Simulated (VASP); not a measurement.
Wanted: the native input for a VASP 6.6.1 run.

| Property | Result |
| --- | --- |
| Task | single point |
| Functional | PBE |
| Dispersion | D4 |
| Potentials or basis | VASP PAW PBE potentials, release 64 (Hg, Te) |
| Cutoff | 520 eV |
| k mesh | 7 × 7 × 7 |
| Occupations | fermi-dirac, width 0.05 eV |
| Spin | no spin polarisation |
| Dipole correction | no |
| Further INCAR settings | ALGO = Normal; EDIFF = 1e-07; NBANDS = 16 |

The structure of HgTe (Coloradoite) lies in POSCAR:

```
HgTe
1.0
    0.0000000000      3.2717141009      3.2717141009
    3.2717141009      0.0000000000      3.2717141009
    3.2717141009      3.2717141009      0.0000000000
Hg Te
1 1
Direct
    0.0000000000      0.0000000000      0.0000000000
    0.7500000000      0.7500000000      0.7500000000
```

One way to write it, as run:

INCAR

```
  ALGO = Normal
  EDIFF = 1E-7
  ENCUT = 520
  GGA = PE
  ISIF = 2
  ISMEAR = -1
  IVDW = 13
  LASPH = True
  LCHARG = True
  LELF = True
  LREAL = False
  LVHAR = True
  LWAVE = False
  NBANDS = 16
  NELM = 100
  PREC = Accurate
  SIGMA = 0.05
```

KPOINTS

```
k-points
0
Gamma
  7 7 7
```

Potentials or basis: VASP PAW PBE potentials, release 64 (Hg, Te).

Launch:

```console
$ cat potpaw_PBE.64/Hg/POTCAR potpaw_PBE.64/Te/POTCAR > POTCAR
$ mpirun -np 1 vasp_std > vasp.out
```

It gave:

| Quantity | Value |
| --- | --- |
| Pressure | 0.1 GPa |
| Band gap on the k mesh | zero (filled and empty bands touch) |
| Dispersion energy per atom | -0.367 eV |

Caveat: spin-orbit coupling is left out, which moves the levels of the heavy elements; pairwise dispersion overbinds metals, which lowers pressure and volume.

It took 43 s on 1 thread of Intel Xeon 8259CL (shared host), peak memory 0.21 GiB.
